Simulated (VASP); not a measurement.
# GaSb (F-43m) in VASP: notebook

Runs on GaSb. Level: PBE. Tasks: single point.

Program: VASP 6.6.1. These are calculated values, not measurements. Logs are shortened: lines on timing, memory, paths and dates and some standing lists are left out, and cuts for length are marked.

## 1. The cell of the first run

The structure is cubic, space group F-43m (No. 216). Conventional cell: a = 6.022 Å, b = 6.022 Å, c = 6.022 Å, α = 90.00°, β = 90.00°, γ = 90.00°. Within 3.4 Å of Ga (site symmetry -43m) lie 4 Sb at 2.61 Å. Within 3.4 Å of Sb (site symmetry -43m) lie 4 Ga at 2.61 Å.

## 2. Single point, PBE (volume scaled by 0.91)

INCAR reads:

```
SYSTEM = GaSb
ALGO = Normal ; EDIFF = 1E-7
ENCUT = 520 ; GGA = PE
ISIF = 2 ; ISMEAR = 0
LASPH = .True. ; LCHARG = .False.
LREAL = .False. ; LWAVE = .False.
NBANDS = 16 ; NELM = 100
PREC = Accurate ; SIGMA = 0.1
```

KPOINTS reads:

```
k-points
0
Gamma
  12 12 12
  0 0 0
```

POSCAR reads:

```
GaSb
1.0
    0.0000000000      3.0107679910      3.0107679910
    3.0107679910      0.0000000000      3.0107679910
    3.0107679910      3.0107679910      0.0000000000
Ga Sb
1 1
Direct
    0.0000000000      0.0000000000      0.0000000000
    0.2500000000      0.2500000000      0.2500000000
```

Potentials or basis: VASP PAW PBE potentials, release 64 (Ga_d, Sb).

Launch:

```console
$ cat potpaw_PBE.64/Ga_d/POTCAR potpaw_PBE.64/Sb/POTCAR > POTCAR
$ mpirun -np 1 vasp_std > vasp.out
```

OUTCAR:

```text
SYSTEM = GaSb
   EDIFF = 1E-7
   ENCUT = 520
   GGA = PE
   ISIF = 2
   ISMEAR = 0
   LASPH = .True.
   LREAL = .False.
   NELM = 100
   PREC = Accurate

 ion  position               nearest neighbor table
   1  0.000  0.000  0.000-   2 2.61   2 2.61   2 2.61   2 2.61
   2  0.250  0.250  0.250-   1 2.61   1 2.61   1 2.61   1 2.61

  LATTYP: Found a face centered cubic cell.
 ALAT       =     6.0215359820

  Lattice vectors:

 A1 = (   0.0000000000,   3.0107679910,   3.0107679910)
 A2 = (   3.0107679910,   0.0000000000,   3.0107679910)
 A3 = (   3.0107679910,   3.0107679910,   0.0000000000)

Analysis of symmetry for initial positions (statically):
=====================================================================
 Subroutine PRICEL returns:
 Original cell was already a primitive cell.

 Routine SETGRP: Setting up the symmetry group for a
 face centered cubic supercell.

 Subroutine GETGRP returns: Found 24 space group operations
 (whereof 24 operations were pure point group operations)
 out of a pool of 48 trial point group operations.

The static configuration has the point symmetry T_d .

Analysis of symmetry for dynamics (positions and initial velocities):
=====================================================================
 Subroutine PRICEL returns:
 Original cell was already a primitive cell.

 Routine SETGRP: Setting up the symmetry group for a
 face centered cubic supercell.

 Subroutine GETGRP returns: Found 24 space group operations
 (whereof 24 operations were pure point group operations)
 out of a pool of 48 trial point group operations.

The dynamic configuration has the point symmetry T_d .

 Subroutine INISYM returns: Found 24 space group operations
 (whereof 24 operations are pure point group operations),
 and found     1 'primitive' translations

----------------------------------------------------------------------------------------

                                     Primitive cell

  volume of cell :      54.5836

  direct lattice vectors                    reciprocal lattice vectors
     0.000000000  3.010767991  3.010767991    -0.166070584  0.166070584  0.166070584
     3.010767991  0.000000000  3.010767991     0.166070584 -0.166070584  0.166070584
     3.010767991  3.010767991  0.000000000     0.166070584  0.166070584 -0.166070584

  length of vectors
     4.257868926  4.257868926  4.257868926     0.287642690  0.287642690  0.287642690

  position of ions in fractional coordinates (direct lattice)
     0.000000000  0.000000000  0.000000000
     0.250000000  0.250000000  0.250000000

  ion indices of the primitive-cell ions
   primitive index   ion index
                 1           1
                 2           2

----------------------------------------------------------------------------------------

 KPOINTS: k-points

Automatic generation of k-mesh.
 Grid dimensions read from file:
 generate k-points for:   12   12   12

 Generating k-lattice:

  Cartesian coordinates                     Fractional coordinates (reciprocal lattice)
    -0.013839215  0.013839215  0.013839215     0.083333333  0.000000000  0.000000000
     0.013839215 -0.013839215  0.013839215     0.000000000  0.083333333  0.000000000
     0.013839215  0.013839215 -0.013839215     0.000000000  0.000000000  0.083333333

  Length of vectors
     0.023970224  0.023970224  0.023970224

  Shift w.r.t. Gamma in fractional coordinates (k-lattice)
     0.000000000  0.000000000  0.000000000

 Subroutine IBZKPT returns following result:
 ===========================================

 Found     72 irreducible k-points:

 Following reciprocal coordinates:
            Coordinates               Weight
  0.000000  0.000000  0.000000      1.000000
  0.083333  0.000000  0.000000      8.000000
  0.166667  0.000000  0.000000      8.000000
  0.250000  0.000000  0.000000      8.000000
  0.333333  0.000000  0.000000      8.000000
  0.416667  0.000000  0.000000      8.000000
[... 16 lines left out ...]
  0.500000  0.166667  0.000000     24.000000
 -0.416667  0.166667  0.000000     24.000000
 [... further k-points ...]
   k-points           NKPTS =     72   k-points in BZ     NKDIM =     72   number of bands    NBANDS=     16
   number of dos      NEDOS =    301   number of ions     NIONS =      2
   total plane-waves  NPLWV =  32768
   dimension x,y,z NGX =    32 NGY =   32 NGZ =   32
   dimension x,y,z NGXF=    64 NGYF=   64 NGZF=   64
   ions per type =               1   1
   NGX,Y,Z   is equivalent  to a cutoff of  12.49, 12.49, 12.49 a.u.
   NGXF,Y,Z  is equivalent  to a cutoff of  24.99, 24.99, 24.99 a.u.
 SYSTEM =  GaSb
   PREC   = accura    normal or accurate (medium, high low for compatibility)
   ISTART =      0    job   : 0-new  1-cont  2-samecut
   ICHARG =      2    charge: 1-file 2-atom 10-const
   ISPIN  =      1    spin polarized calculation?
   LNONCOLLINEAR =      F non collinear calculations
   LSORBIT =      F    spin-orbit coupling
   LASPH  =      T    aspherical Exc in radial PAW
   ENCUT  =  520.0 eV  38.22 Ry    6.18 a.u.   7.92  7.92  7.92*2*pi/ulx,y,z
   NELM   =    100;   NELMIN=  2; NELMDL= -5     # of ELM steps
   EDIFF  = 0.1E-06   stopping-criterion for ELM
   LREAL  =      F    real-space projection
   EDIFFG = 0.1E-05   stopping-criterion for IOM
   NSW    =      0    number of steps for IOM
   IBRION =     -1    ionic relax: 0-MD 1-quasi-New 2-CG
   NFREE  =      0    steps in history (QN), initial steepest desc. (CG)
   ISIF   =      2    stress and relaxation
   ISYM   =      2    0-nonsym 1-usesym 2-fastsym
   POTIM  = 0.5000    time-step for ionic-motion
   TEBEG  =    0.0;   TEEND  =   0.0 temperature during run
   PSTRESS=    0.0 pullay stress
   NELECT =      18.0000    total number of electrons
   NUPDOWN=      -1.0000    fix difference up-down
   EMIN   =  10.00;   EMAX   =-10.00  energy-range for DOS
   EFERMI =   0.00;   METHOD = LEGACY
   ISMEAR =     0;   SIGMA  =   0.10  broadening in eV -4-tet -1-fermi 0-gaus
   EFERMI_NEDOS =   21; number of points for ismear=-14 and -15
   IALGO  =     38    algorithm
   IMIX   =      4    mixing-type and parameters
     AMIX     =   0.40;   BMIX     =  1.00
     AMIX_MAG =   1.60;   BMIX_MAG =  1.00
  volume/ion in A,a.u.               =      27.29       184.17
  Fermi-wavevector in a.u.,A,eV,Ry     =   1.131041  2.137358 17.405306  1.279254
  Thomas-Fermi vector in A             =   2.267739
   LORBIT       =      0    0 simple, 1 ext, 2 COOP (PROOUT), +10 PAW based schemes
   GGA     = PE    functional components
   LHFCALC =     F    Hartree Fock is set to
   AEXX    =    0.0000 exact exchange contribution
   IVDW    =     0    specifies the selected vdW correction
   LEPSILON=     F    determine dielectric tensor
   LRPA    =     F    only Hartree local field effects (RPA)
 non-spin polarized calculation
 Gauss-broadening in eV      SIGMA  =   0.10
  energy-cutoff  :      520.00
  volume of cell :       54.58
 maximum number of plane-waves:      1484
   NGX = 15   NGY = 15   NGZ = 15

 number of electron      17.9999998 magnetization

 Free energy of the ion-electron system (eV)
  ---------------------------------------------------
  ext. energy  EPLUGINS =         0.00000000
  ---------------------------------------------------
  free energy    TOTEN  =        -7.28914704 eV

  energy without entropy =       -7.28914416  energy(sigma->0) =       -7.28914560

 E-fermi :   5.5747     XC(G=0):  -9.2999

 val. band max:        5.3704151822   @ k =   0.0000   0.0000   0.0000
 cond. band min:       5.7532559901   @ k =   0.0000   0.0000   0.0000
 fundamental gap:      0.3828408079
 Fermi energy:         5.5746848493

 k-point     1 :       0.0000    0.0000    0.0000
  band No.  band energies     occupation
      1      -9.7645      2.00000
      2      -9.7645      2.00000
      3      -9.7645      2.00000
      4      -9.7069      2.00000
      5      -9.7069      2.00000
      6      -6.4486      2.00000
[... 8 lines left out ...]
     15      14.0533      0.00000
     16      14.0533      0.00000

 k-point     2 :       0.0833    0.0000    0.0000
  band No.  band energies     occupation
      1      -9.7668      2.00000
      2      -9.7635      2.00000
      3      -9.7635      2.00000
      4      -9.7071      2.00000
      5      -9.7071      2.00000
      6      -6.3727      2.00000
[... 8 lines left out ...]
     15      13.4974      0.00000
     16      13.4974      0.00000

 k-point     3 :       0.1667    0.0000    0.0000
  band No.  band energies     occupation
      1      -9.7732      2.00000
      2      -9.7609      2.00000
      3      -9.7609      2.00000
      4      -9.7073      2.00000
      5      -9.7073      2.00000
      6      -6.1494      2.00000
[... 8 lines left out ...]
     15      13.0028      0.00000
     16      13.0028      0.00000

 k-point     4 :       0.2500    0.0000    0.0000
  band No.  band energies     occupation
      1      -9.7817      2.00000
      2      -9.7575      2.00000
      3      -9.7575      2.00000
      4      -9.7075      2.00000
      5      -9.7075      2.00000
      6      -5.7940      2.00000
[... 8 lines left out ...]
     15      12.9895      0.00000
     16      12.9895      0.00000
[... 324 lines left out ...]
 k-point    22 :       0.4167    0.1667    0.0000
  band No.  band energies     occupation
      1      -9.7987      2.00000
      2      -9.7500      2.00000
      3      -9.7482      2.00000
      4      -9.7116      2.00000
      5      -9.7053      2.00000
      6      -4.9414      2.00000
[... 8 lines left out ...]
     15      14.8403      0.00000
     16      15.3914      0.00000

 k-point    23 :       0.5000    0.1667    0.0000
  band No.  band energies     occupation
      1      -9.8017      2.00000
      2      -9.7492      2.00000
      3      -9.7473      2.00000
      4      -9.7104      2.00000
      5      -9.7060      2.00000
      6      -4.5581      2.00000
[... 8 lines left out ...]
     15      15.3827      0.00000
     16      15.4715      0.00000

 k-point    24 :      -0.4167    0.1667    0.0000
  band No.  band energies     occupation
      1      -9.8015      2.00000
      2      -9.7491      2.00000
      3      -9.7479      2.00000
      4      -9.7090      2.00000
      5      -9.7072      2.00000
      6      -4.4936      2.00000
[... 8 lines left out ...]
     15      14.1648      0.00000
     16      14.6399      0.00000

 [... further k-points ...]
[... 5 lines left out ...]
  --------------------------------------------------------------------------------------
  -------------------------------------------------------------------------------------
  Total        1.8300472      1.8300472      1.8300472      0.0000000     -0.0000000      0.0000000
  in kB       53.7169077     53.7169077     53.7169077      0.0000000     -0.0000000      0.0000000
  external PRESSURE =      53.7169077 kB  Pullay stress =       0.0000000 kB

 VOLUME and BASIS-vectors are now :
 -----------------------------------------------------------------------------
  energy-cutoff  :      520.00
  volume of cell :       54.58
      direct lattice vectors                 reciprocal lattice vectors
     0.000000000  3.010767991  3.010767991    -0.166070584  0.166070584  0.166070584
     3.010767991  0.000000000  3.010767991     0.166070584 -0.166070584  0.166070584
     3.010767991  3.010767991  0.000000000     0.166070584  0.166070584 -0.166070584

 POSITION                                       TOTAL-FORCE (eV/Angst)
 -----------------------------------------------------------------------------------
      0.00000      0.00000      0.00000        -0.000000      0.000000     -0.000000
      1.50538      1.50538      1.50538         0.000000     -0.000000      0.000000
 -----------------------------------------------------------------------------------
    total drift:                                0.000002      0.000002      0.000002

  FREE ENERGIE OF THE ION-ELECTRON SYSTEM (eV)
  ---------------------------------------------------
  free  energy   TOTEN  =        -7.2891470381 eV

  energy  without entropy=       -7.2891441568  energy(sigma->0) =       -7.28914560
```

Wall time 65 s (1 thread of Intel Xeon 8259CL, shared host); peak memory 0.22 GiB.

What came out:

```yaml
Free_energy: -7.2891 eV
Pressure: 5.4 GPa
Band_gap_on_the_k_mesh: 0.38 eV, direct
```

Caveat: spin-orbit coupling is left out, which moves the levels of the heavy elements. A k mesh can miss the band edges.

(Part 1 of 2 ends here.)
